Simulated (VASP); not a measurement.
A run of VASP 6.6.1 is set up as follows.

Contents of INCAR:

```
SYSTEM = Y2CF2
PREC     = Accurate       ! precision mode
ENCUT    = 600            ! plane-wave cutoff, eV
EDIFF    = 1E-6           ! SCF threshold, eV
ISMEAR   = 0              ! smearing method
SIGMA    = 0.02           ! smearing width, eV
LREAL    = .False.        ! projectors in reciprocal space
LASPH    = .True.         ! aspherical terms in the spheres
NELM     = 60             ! most SCF steps
ALGO     = Normal         ! electronic algorithm
ISIF     = 3              ! what is computed and relaxed
LWAVE    = .False.        ! write WAVECAR
LCHARG   = .False.        ! write CHGCAR
GGA      = PS             ! functional
IBRION   = 2              ! ionic algorithm
NSW      = 70             ! ionic steps
EDIFFG   = -0.005         ! ionic threshold
```

KPOINTS

```
regular mesh
0
Gamma
  9 9 4
  0 0 0
```

The input POSCAR:

```
Y2CF2
1.0
    3.6592257262      0.0000000000      0.0000000000
   -1.8296128631      3.1689824371      0.0000000000
    0.0000000000      0.0000000000      6.4746274084
Y C F
2 1 2
Direct
    0.3333333333      0.6666666667      0.2096756881
    0.6666666667      0.3333333333      0.7903243119
    0.0000000000      0.0000000000      0.0000000000
    0.3333333333      0.6666666667      0.6182228897
    0.6666666667      0.3333333333      0.3817771103
```

Potentials or basis: VASP PAW PBE potentials, release 64 (Y_sv, C, F).

The run is started by

```console
$ cat potpaw_PBE.64/Y_sv/POTCAR potpaw_PBE.64/C/POTCAR potpaw_PBE.64/F/POTCAR > POTCAR
$ mpirun -np 1 vasp_std > vasp.out
```

Problem. What does it give for the relaxed volume?

Solution. 14.39 Å³/atom.

Problem. What does it give for the relaxed cell?

Solution. a = 3.626 Å, b = 3.626 Å, c = 6.320 Å, α = 90.00°, β = 90.00°, γ = 120.00°.

Problem. What does it give for the band gap on the k mesh?

Solution. 1.10 eV (least direct gap 1.25 eV).

Problem. Estimate the space group after relaxing (to 0.1 Å).

Solution. P-3m1 (No. 164).

Final structure:
```cif
data_structure
_symmetry_space_group_name_H-M 'P 1'
_symmetry_Int_Tables_number 1
_cell_length_a 3.6256
_cell_length_b 3.6256
_cell_length_c 6.3196
_cell_angle_alpha 90.000
_cell_angle_beta 90.000
_cell_angle_gamma 120.000
_cell_volume 71.94
loop_
_atom_site_label
_atom_site_type_symbol
_atom_site_fract_x
_atom_site_fract_y
_atom_site_fract_z
_atom_site_occupancy
Y1 Y 0.33333 0.66667 0.21311 1
Y2 Y 0.66667 0.33333 0.78689 1
C1 C 0.00000 0.00000 0.00000 1
F1 F 0.33333 0.66667 0.61442 1
F2 F 0.66667 0.33333 0.38558 1
```

Caveat: the PAW data sets were made with another functional, which shifts forces and pressure a little. A k mesh can miss the band edges.
